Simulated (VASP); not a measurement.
# TeW (P4/nmm) in VASP: single point with PBEsol

Aim: the single point of TeW with PBEsol.

All numbers are computed with VASP 6.6.1; they aren't measurements. Logs are shortened: lines on timing, memory, paths and dates and some standing lists are left out, and cuts for length are marked.

## 1. The cell of the first run

The structure is tetragonal, space group P4/nmm (No. 129). Conventional cell: a = 3.862 Å, b = 3.862 Å, c = 6.689 Å, α = 90.00°, β = 90.00°, γ = 90.00°. Within 3.6 Å of W (site symmetry -4m2) lie 4 W at 2.73 Å and 4 Te at 2.74 Å. Te (site symmetry 4mm) has 4 W at 2.74 Å within 3.6 Å.

## 2. Single point, PBEsol, collinear spin

The input, INCAR:

```
PREC     = Accurate       # precision mode
ENCUT    = 520            # plane-wave cutoff, eV
EDIFF    = 1E-6           # SCF threshold, eV
ISMEAR   = 0              # smearing method
SIGMA    = 0.05           # smearing width, eV
LREAL    = F              # projectors in reciprocal space
LASPH    = T              # aspherical terms in the spheres
NELM     = 150            # most SCF steps
ALGO     = Normal         # electronic algorithm
ISIF     = 2              # what is computed and relaxed
LWAVE    = F              # write WAVECAR
LCHARG   = F              # write CHGCAR
ISPIN    = 2              # spin polarisation
MAGMOM   = 2 2 0 0        # initial moments
LORBIT   = 11             # projections on sites
LMAXMIX  = 4              # l up to which the mixer works
GGA      = PS             # functional
NBANDS   = 32             # bands
```

The input, KPOINTS:

```
regular mesh
0
Gamma
  8 8 6
```

The input, POSCAR:

```
TeW
1.0
    3.8619619243      0.0000000000      0.0000000000
    0.0000000000      3.8619619243      0.0000000000
    0.0000000000      0.0000000000      6.6888268217
W Te
2 2
Direct
    0.0000000000      0.0000000000      0.0000000000
    0.5000000000      0.5000000000      0.0000000000
    0.5000000000      0.0000000000      0.2911259519
    0.0000000000      0.5000000000      0.7088740481
```

Potentials or basis: VASP PAW PBE potentials, release 64 (W_sv, Te).

Launch:

```console
> cat potpaw_PBE.64/W_sv/POTCAR potpaw_PBE.64/Te/POTCAR > POTCAR
> mpirun -np 1 vasp_std > vasp.out
```

OUTCAR:

```text
PREC = Accurate
   ENCUT = 520
   EDIFF = 1E-6
   ISMEAR = 0
   LREAL = F
   LASPH = T
   NELM = 150
   ISIF = 2
   ISPIN = 2
   LORBIT = 11
   GGA = PS

 ion  position               nearest neighbor table
   1  0.000  0.000  0.000-   2 2.73   2 2.73   2 2.73   2 2.73   4 2.74   4 2.74   3 2.74   3 2.74

   2  0.500  0.500  0.000-   1 2.73   1 2.73   1 2.73   1 2.73   3 2.74   4 2.74   4 2.74   3 2.74

   3  0.500  0.000  0.291-   1 2.74   2 2.74   2 2.74   1 2.74
   4  0.000  0.500  0.709-   1 2.74   2 2.74   1 2.74   2 2.74

  LATTYP: Found a simple tetragonal cell.
 ALAT       =     3.8619619243
 C/A-ratio  =     1.7319763770

  Lattice vectors:

 A1 = (   3.8619619243,   0.0000000000,   0.0000000000)
 A2 = (   0.0000000000,   3.8619619243,   0.0000000000)
 A3 = (   0.0000000000,   0.0000000000,   6.6888268217)

Analysis of symmetry for initial positions (statically):
=====================================================================
 Subroutine PRICEL returns:
 Original cell was already a primitive cell.

 Routine SETGRP: Setting up the symmetry group for a
 simple tetragonal supercell.

 Subroutine GETGRP returns: Found 16 space group operations
 (whereof  8 operations were pure point group operations)
 out of a pool of 16 trial point group operations.

The static configuration has the point symmetry D_2d.
 The point group associated with its full space group is D_4h.

Analysis of symmetry for dynamics (positions and initial velocities):
=====================================================================
 Subroutine PRICEL returns:
 Original cell was already a primitive cell.

 Routine SETGRP: Setting up the symmetry group for a
 simple tetragonal supercell.

 Subroutine GETGRP returns: Found 16 space group operations
 (whereof  8 operations were pure point group operations)
 out of a pool of 16 trial point group operations.

The dynamic configuration has the point symmetry D_2d.
 The point group associated with its full space group is D_4h.

Analysis of structural, dynamic, and magnetic symmetry:
=====================================================================
 Subroutine PRICEL returns:
 Original cell was already a primitive cell.

 Routine SETGRP: Setting up the symmetry group for a
 simple tetragonal supercell.

 Subroutine GETGRP returns: Found 16 space group operations
 (whereof  8 operations were pure point group operations)
 out of a pool of 16 trial point group operations.

The overall configuration has the point symmetry D_2d.
[... 127 lines left out ...]
  Thomas-Fermi vector in A             =   2.342828
   LORBIT       =     11    0 simple, 1 ext, 2 COOP (PROOUT), +10 PAW based schemes
   GGA     = PS    functional components
   LHFCALC =     F    Hartree Fock is set to
   AEXX    =    0.0000 exact exchange contribution
   IVDW    =     0    specifies the selected vdW correction
   LEPSILON=     F    determine dielectric tensor
   LRPA    =     F    only Hartree local field effects (RPA)
 spin polarized calculation
 Gauss-broadening in eV      SIGMA  =   0.05
  energy-cutoff  :      520.00
  volume of cell :       99.76
 maximum number of plane-waves:      2736
 NGX is ok and might be reduce to    30
   NGX = 15   NGY = 15   NGZ = 25

 number of electron      40.0000001 magnetization      -0.0000175

 number of electron      40.0000001 magnetization       0.0000830

 Free energy of the ion-electron system (eV)
  ---------------------------------------------------
  ext. energy  EPLUGINS =         0.00000000
  ---------------------------------------------------
  free energy    TOTEN  =       -33.47487090 eV

  energy without entropy =      -33.47223517  energy(sigma->0) =      -33.47355304

 E-fermi :   8.2386     XC(G=0): -10.6242

 val. band max:        8.2267148343   @ k =   0.2500   0.0000   0.0000
 cond. band min:       8.2701922395   @ k =   0.2500   0.0000   0.1667
 fundamental gap:      0.0434774051
 Fermi energy:         8.2385779258

 spin component 1

 k-point     1 :       0.0000    0.0000    0.0000
  band No.  band energies     occupation
      1     -66.3494      1.00000
      2     -66.2257      1.00000
      3     -30.9248      1.00000
      4     -30.9248      1.00000
      5     -30.6910      1.00000
      6     -30.4682      1.00000
[... 829 lines left out ...]
     31      15.2543      0.00000
     32      15.2543      0.00000

 [... further k-points ...]

 spin component 2

 k-point     1 :       0.0000    0.0000    0.0000
  band No.  band energies     occupation
      1     -66.3494      1.00000
      2     -66.2257      1.00000
      3     -30.9248      1.00000
      4     -30.9248      1.00000
      5     -30.6910      1.00000
      6     -30.4682      1.00000
[... 829 lines left out ...]
     31      15.2543      0.00000
     32      15.2543      0.00000

 [... further k-points ...]
[... 5 lines left out ...]
  --------------------------------------------------------------------------------------
  -------------------------------------------------------------------------------------
  Total        0.1491583      0.1491583      0.1631165      0.0000000      0.0000000      0.0000000
  in kB        2.3954777      2.3954777      2.6196451      0.0000000      0.0000000      0.0000000
  external PRESSURE =       2.4702002 kB  Pullay stress =       0.0000000 kB

 VOLUME and BASIS-vectors are now :
 -----------------------------------------------------------------------------
  energy-cutoff  :      520.00
  volume of cell :       99.76
      direct lattice vectors                 reciprocal lattice vectors
     3.861961924  0.000000000  0.000000000     0.258935748  0.000000000  0.000000000
     0.000000000  3.861961924  0.000000000     0.000000000  0.258935748  0.000000000
     0.000000000  0.000000000  6.688826822     0.000000000  0.000000000  0.149503048

 POSITION                                       TOTAL-FORCE (eV/Angst)
 -----------------------------------------------------------------------------------
      0.00000      0.00000      0.00000        -0.000000      0.000000      0.000000
      1.93098      1.93098      0.00000         0.000000     -0.000000      0.000000
      1.93098      0.00000      1.94729        -0.000000      0.000000      0.049284
      0.00000      1.93098      4.74154        -0.000000      0.000000     -0.049284
 -----------------------------------------------------------------------------------
    total drift:                                0.000000      0.000000      0.000000

  FREE ENERGIE OF THE ION-ELECTRON SYSTEM (eV)
  ---------------------------------------------------
  free  energy   TOTEN  =       -33.4748708993 eV

  energy  without entropy=      -33.4722351745  energy(sigma->0) =      -33.47355304

 total charge

# of ion       s       p       d       tot
------------------------------------------
    1        2.358   6.267   3.462  12.086
    2        2.358   6.267   3.462  12.086
    3        1.375   1.985   0.078   3.438
    4        1.375   1.985   0.078   3.438
--------------------------------------------------
tot          7.466  16.504   7.079  31.049

 magnetization (x)

# of ion       s       p       d       tot
------------------------------------------
    1        0.000   0.000  -0.000   0.000
    2        0.000   0.000  -0.000   0.000
    3        0.000  -0.000   0.000  -0.000
    4        0.000  -0.000   0.000  -0.000
--------------------------------------------------
tot          0.000  -0.000  -0.000  -0.000
```

It took 2.7 min on 1 thread of Intel Xeon 6975P-C (Granite Rapids), shared host; peak memory 0.42 GiB.

What came out:

| Item | Value |
| --- | --- |
| Free energy | -33.4749 eV |
| Pressure | 0.2 GPa |
| Largest force | 0.049 eV/Å |
| Band gap on the k mesh | zero (filled and empty bands overlap) |
| Net moment | 0.00 μB per cell |
| Valence electrons inside the program's atomic spheres | W 12.09; Te 3.44 |

Forces in eV/Å, atoms in the order of the input:
```
W    0.000  0.000  0.000
W    0.000  0.000  0.000
Te   0.000  0.000  0.049
Te   0.000  0.000 -0.049
```

Levels at points of the mesh, in eV from the Fermi level:
Spin up:
```
           k point  band 18  band 19  band 20  band 21  band 22  band 23
(0.00, 0.00, 0.00)    -2.62    -1.04    -0.92     1.34     1.46     1.46
(0.50, 0.00, 0.00)    -1.86    -1.34    -1.34    -0.25    -0.25     0.41
(0.50, 0.50, 0.00)    -3.50    -1.76    -1.76     0.20     0.20     1.45
(0.00, 0.00, 0.50)    -2.08    -1.71    -0.82     1.37     1.37     1.68
(0.50, 0.00, 0.50)    -2.17    -1.35    -1.35    -0.25    -0.25     1.13
(0.50, 0.50, 0.50)    -3.21    -2.28    -2.28     0.08     0.08     1.69
```
Spin down:
| k point | band 17 | band 18 | band 19 | band 20 | band 21 | band 22 | band 23 | band 24 |
| --- | --- | --- | --- | --- | --- | --- | --- | --- |
| (0.00, 0.00, 0.00) | -2.62 | -2.62 | -1.04 | -0.92 | 1.34 | 1.46 | 1.46 | 2.60 |
| (0.50, 0.00, 0.00) | -1.86 | -1.86 | -1.34 | -1.34 | -0.25 | -0.25 | 0.41 | 0.41 |
| (0.50, 0.50, 0.00) | -3.50 | -3.50 | -1.76 | -1.76 | 0.20 | 0.20 | 1.45 | 1.45 |
| (0.00, 0.00, 0.50) | -2.08 | -2.08 | -1.71 | -0.82 | 1.37 | 1.37 | 1.68 | 1.68 |
| (0.50, 0.00, 0.50) | -2.17 | -2.17 | -1.35 | -1.35 | -0.25 | -0.25 | 1.13 | 1.13 |
| (0.50, 0.50, 0.50) | -3.21 | -3.21 | -2.28 | -2.28 | 0.08 | 0.08 | 1.69 | 1.69 |

Caveat: the PAW data sets were made with another functional, which shifts forces and pressure a little; spin-orbit coupling is left out, which moves the levels of the heavy elements.

The gap in the log of VASP goes by the Fermi energy; the results here count the filled bands.